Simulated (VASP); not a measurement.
Set up this calculation in VASP 6.6.1, as the native input.

```yaml
Task: single point
Functional: PBE
Potentials_or_basis: VASP PAW PBE potentials, release 64 (Ag)
Cutoff: 520 eV
k_mesh: 18 × 18 × 12
Occupations: gaussian, width 0.1 eV
Spin: no spin polarisation
Dipole_correction: no
Further_INCAR_settings: ALGO = Fast; EDIFF = 1e-06; NBANDS = 18
```

The structure of Ag lies in POSCAR:

```
Ag
1.0
    2.0115366395      2.0115366395      0.0000000000
   -2.0115366395      2.0115366395      0.0000000000
    0.0000000000      0.0000000000      4.2221531938
Ag
2
Direct
    0.0000000000      0.0000000000      0.0000000000
    0.5000000000      0.5000000000      0.5000000000
```

This cell differs from its parent crystal: biaxial strain in the a-b plane: -3.0 %.

The input as run:

INCAR

```
PREC = Accurate
ENCUT = 520
EDIFF = 1E-6
ISMEAR = 0
SIGMA = 0.1
LREAL = False
LASPH = True
NELM = 60
ALGO = Fast
ISIF = 2
LWAVE = False
LCHARG = False
GGA = PE
NBANDS = 18
```

KPOINTS

```
Automatic mesh
0
Gamma
  18 18 12
```

Potentials or basis: VASP PAW PBE potentials, release 64 (Ag).

The run is started by

```sh
$ cat potpaw_PBE.64/Ag/POTCAR > POTCAR
$ mpirun -np 1 vasp_std > vasp.out
```

Results of the run:

```yaml
Pressure: 4.5 GPa
Band_gap_on_the_k_mesh: zero (band 11 reaches 14.36 eV, above the bottom of band 12 at 5.09 eV)
```

Caveat: the cell differs from its parent crystal (biaxial strain in the a-b plane: -3.0 %).

It took 120 s on 1 thread of Intel(R) Xeon(R) Platinum 8175M CPU @ 2.50GHz (Skylake/Cascade Lake), with other jobs on the host, peak memory 0.3 GiB.
